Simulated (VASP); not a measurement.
BAs: single point with LDA

BAs:

```
CELL_PARAMETERS angstrom
0.00000 2.34233 2.34233
2.34233 0.00000 2.34233
2.34233 2.34233 0.00000
ATOMIC_POSITIONS crystal
B 0.00000 0.00000 0.00000
As 0.25000 0.25000 0.25000
```

```json
{
 "Program": "VASP 6.6.1",
 "Task": "single point",
 "Functional": "LDA",
 "Potentials or basis": "VASP PAW LDA potentials, release 64 (B, As)",
 "Cutoff": "500 eV",
 "k mesh": "8 × 8 × 8",
 "Occupations": "gaussian, width 0.01 eV",
 "Spin": "no spin polarisation",
 "Dipole correction": "no",
 "Further INCAR settings": "ALGO = Normal; EDIFF = 1e-06; NBANDS = 11"
}
```

| Quantity | Value |
| --- | --- |
| Pressure | 5.8 GPa |
| Band gap on the k mesh | 1.09 eV (least direct gap 3.33 eV) |

Levels at points of the mesh, in eV from the valence-band top:
| k point | band 2 | band 3 | band 4 | band 5 | band 6 | band 7 |
| --- | --- | --- | --- | --- | --- | --- |
| (0.00, 0.00, 0.00) | 0.00 | 0.00 | 0.00 | 3.33 | 3.33 | 3.33 |
| (0.50, 0.00, 0.00) | -9.20 | -1.92 | -1.92 | 3.05 | 4.82 | 4.82 |
| (0.50, 0.50, 0.00) | -8.76 | -4.33 | -4.33 | 1.29 | 1.34 | 11.80 |

It took 4.7 s on 1 thread of Intel(R) Xeon(R) Platinum 8259CL CPU @ 2.50GHz (Skylake/Cascade Lake), on a shared host, peak memory 0.13 GiB.

Caveat: the cell stands under pressure. A k mesh can miss the band edges.
